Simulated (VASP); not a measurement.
**Cs2LiMoF6: single point with PBE**

Cs2LiMoF6:

```
CELL_PARAMETERS angstrom
0.00000 4.39195 4.39195
4.39195 0.00000 4.39195
4.39195 4.39195 0.00000
ATOMIC_POSITIONS crystal
Cs 0.25000 0.25000 0.25000
Cs 0.75000 0.75000 0.75000
Li 0.50000 0.50000 0.50000
Mo 0.00000 0.00000 0.00000
F 0.23825 0.23825 0.76175
F 0.23825 0.76175 0.76175
F 0.76175 0.76175 0.23825
F 0.23825 0.76175 0.23825
F 0.76175 0.23825 0.76175
F 0.76175 0.23825 0.23825
```

- Program: VASP 6.6.1
- Task: single point
- Functional: PBE
- Potentials or basis: VASP PAW PBE potentials, release 64 (Cs_sv, Li_sv, Mo_sv, F)
- Cutoff: 750 eV
- k mesh: 5 × 5 × 5
- Occupations: methfessel-paxton, width 0.1 eV
- Spin: collinear spin
- Starting moments: [0.0, 0.0, 0.0, 1.0, 0.0, 0.0, 0.0, 0.0, 0.0, 0.0] μB

* Pressure: 0.0 GPa
* Largest force: 0.037 eV/Å
* Band gap on the k mesh: 2.11 eV (least direct gap 2.17 eV)
* Net moment: 3.00 μB per cell
* Site moments: Cs +0.00; Li -0.00; Mo +2.53; F +0.04 μB
* Valence electrons inside the program's atomic spheres: Cs 6.60; Li 2.01; Mo 12.02; F 6.08

Forces in eV/Å, atoms in the order of the input:
```
Cs   0.000  0.000  0.000
Cs   0.000  0.000  0.000
Li   0.000  0.000  0.000
Mo   0.000  0.000  0.000
F    0.000  0.000  0.037
F   -0.037  0.000  0.000
F    0.000  0.000 -0.037
F    0.000  0.037  0.000
F    0.000 -0.037  0.000
F    0.037  0.000  0.000
```

Levels at points of the mesh, in eV from the valence-band top:
Spin up:
```tsv
k point	band 37	band 38	band 39	band 40	band 41	band 42	band 43	band 44
(0.00, 0.00, 0.00)	-4.22	-0.13	-0.13	-0.13	3.12	3.12	3.23	4.86
```
Spin down:
```
           k point  band 33  band 34  band 35  band 36  band 37  band 38  band 39  band 40  band 41  band 42
(0.00, 0.00, 0.00)    -4.14    -4.14    -4.11    -4.11    -4.11     2.11     2.11     2.11     3.47     3.98
```

Wall time 8.8 min on 1 thread of Intel Xeon 8259CL (shared host), peak memory 0.68 GiB.

Caveat: spin-orbit coupling is left out, which moves the levels of the heavy elements; an odd mesh through Γ misses points on the zone boundary, where band edges can lie.
